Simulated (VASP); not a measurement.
A run of VASP 6.6.1:

INCAR

```
PREC = Accurate ; ENCUT = 820
EDIFF = 1E-6 ; ISMEAR = 0
SIGMA = 0.15 ; LREAL = False
LASPH = True ; NELM = 120
ALGO = Normal ; ISIF = 2
LWAVE = False ; LCHARG = False
GGA = PE ; NBANDS = 26
GGA_COMPAT = False
```

File KPOINTS:

```
Automatic mesh
0
Gamma
  21 21 10
```

Contents of POSCAR:

```
Cu
1.0
    2.5672412656      0.0000000000      0.0000000000
   -1.2836206328      2.2232961536      0.0000000000
    0.0000000000      0.0000000000      4.1920560930
Cu
2
Direct
    0.3504250734      0.7008501468      0.2500000000
    0.6495749266      0.2991498532      0.7500000000
```

Potentials or basis: VASP PAW PBE potentials, release 64 (Cu_sv_GW).

Command:

```console
$ cat potpaw_PBE.64/Cu_sv_GW/POTCAR > POTCAR
$ mpirun -np 1 vasp_std > vasp.out
```

Hardware: 1 thread of Intel(R) Xeon(R) 6975P-C (Granite Rapids), with other jobs on the host.

Problem. Estimate the wall time of this run.

Solution. Wall time 5.1 min on 1 thread of Intel(R) Xeon(R) 6975P-C (Granite Rapids), on a shared host, peak memory 0.87 GiB. Counts: scf iterations 13, k points 726.
